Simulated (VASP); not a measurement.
Mg2GeSe3, 6 atoms in the cell. Symmetry: R-3m, No. 166, trigonal system. Conventional cell: a = 7.333 Å, b = 7.333 Å, c = 10.024 Å, α = 90.00°, β = 90.00°, γ = 120.00°. Within 3.4 Å of Mg (site symmetry 3m) lie 3 Se at 2.57 Å and 1 Ge at 3.12 Å. Ge (site symmetry -3m) has 6 Se at 2.70 Å and 2 Mg at 3.12 Å within 3.6 Å. Within 3.4 Å of Se (site symmetry 2/m) lie 2 Mg at 2.57 Å and 2 Ge at 2.70 Å. 

- Program: VASP 6.6.1
- Task: single point
- Functional: r2SCAN
- Dispersion: rVV10
- Potentials or basis: VASP PAW PBE potentials, release 64 (Mg, Ge_d, Se)
- Cutoff: 520 eV
- k mesh: 4 × 4 × 4
- Occupations: fermi-dirac, width 0.03 eV
- Spin: no spin polarisation
- Dipole correction: no
- Further INCAR settings: ALGO = Normal; EDIFF = 1e-06; NBANDS = 27

Potentials or basis: VASP PAW PBE potentials, release 64 (Mg, Ge_d, Se).

Command:

```console
$ cat potpaw_PBE.64/Mg/POTCAR potpaw_PBE.64/Ge_d/POTCAR potpaw_PBE.64/Se/POTCAR > POTCAR
$ cp INCAR.step1 INCAR
$ mpirun -np 1 vasp_std > vasp.out
$ cp INCAR.step2 INCAR
$ mpirun -np 1 vasp_std > vasp.out
```

Hardware: 1 thread of AMD EPYC 9R45 96-Core Processor (Zen 5), on a shared host.

Q: How long does it take, and how much memory?

A: Run time: 2.9 min on 1 thread of AMD EPYC 9R45 96-Core Processor (Zen 5) (shared host), peak memory 0.49 GiB. Counts: k points 13.
